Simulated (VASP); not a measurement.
Write the native input for VASP 6.6.1 that does the following.

```yaml
Task: single point
Functional: PBE
Potentials_or_basis: VASP PAW PBE potentials, release 64 (W_sv, C_h)
Cutoff: 910 eV
k_mesh: 11 × 11 × 10
Occupations: fermi-dirac, width 0.15 eV
Spin: no spin polarisation
Dipole_correction: no
Second_run: hard_potentials
Further_INCAR_settings: ALGO = Normal; EDIFF = 1e-06; NBANDS = 16
```

The structure of WC (Qusongite) lies in POSCAR:

```
WC
1.0
    2.9065000000      0.0000000000      0.0000000000
   -1.4532500000      2.5171028361      0.0000000000
    0.0000000000      0.0000000000      2.8366000000
W C
1 1
Direct
    0.0000000000      0.0000000000      0.0000000000
    0.6666666667      0.3333333333      0.5000000000
```

These files were run (other wordings do the same):

INCAR

```
SYSTEM = WC
  PREC = Accurate
  ENCUT = 910
  EDIFF = 1E-6
  ISMEAR = -1
  SIGMA = 0.15
  LREAL = .False.
  LASPH = .True.
  NELM = 120
  ALGO = Normal
  ISIF = 2
  LWAVE = .False.
  LCHARG = .False.
  GGA = PE
  NBANDS = 16
  GGA_COMPAT = .False.
```

KPOINTS

```
Automatic mesh
0
Gamma
  11 11 10
  0 0 0
```

Potentials or basis: VASP PAW PBE potentials, release 64 (W_sv, C_h).

Run with:

```console
$ cat potpaw_PBE.64/W_sv/POTCAR potpaw_PBE.64/C_h/POTCAR > POTCAR
$ mpirun -np 1 vasp_std > vasp.out
```

Results of the run:

```
Pressure               : 6.7 GPa
Band gap on the k mesh : zero (band 9 reaches 12.05 eV, above the bottom of band 10 at 10.83 eV)
```

Caveat: the cutoff is under 1.25 times the usual one of these potentials, so pressure, stress and relaxed cells hold a basis-set (Pulay) error; spin-orbit coupling is left out, which moves the levels of the heavy elements.

Run time: 33 s on 1 thread of AMD EPYC 9R45 96-Core Processor (Zen 5) (shared host), peak memory 0.19 GiB.
